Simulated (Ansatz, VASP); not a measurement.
**Cr: VASP beside Ansatz**

```
Cr
1.0
    -1.36985    1.44195    1.44195
     1.36985   -1.44195    1.44195
     1.36985    1.44195   -1.44195
Cr
1
Direct
  0.00000 0.00000 0.00000
```

Change from the starting cell: strain -0.0500 x Voigt [1, 0, 0, 0, 0, 0], atoms carried along.

Alike in both runs: task single point; functional PBEsol; k mesh 24 × 24 × 24; occupations gaussian, width 0.15 eV; no spin polarisation.

|  | VASP | Ansatz |
| --- | --- | --- |
| version | VASP 6.6.1 | Ansatz 0.2.0 |
| potentials or method | VASP PAW PBE potentials, release 64 (Cr_pv), cutoff 520 eV | scalar-relativistic, plane waves, PAW |
| valence electrons in the cell | 12 | 14 |

```tsv
	VASP	Ansatz	Ansatz less VASP
gap on the k mesh at the Fermi level (eV)	none	none	-
pressure (GPa)	-5.8	-5.4	+0.39
traceless stress, the component that is largest in VASP (GPa)	12.64	12.74	+0.107
```

VASP's potentials were made for PBE, not for PBEsol. A gap of «none» marks a metal or a gap that the smearing closes. VASP's potentials hold 12 valence electrons a cell and Ansatz's 14, so a difference there can come from the potentials and not from the codes.
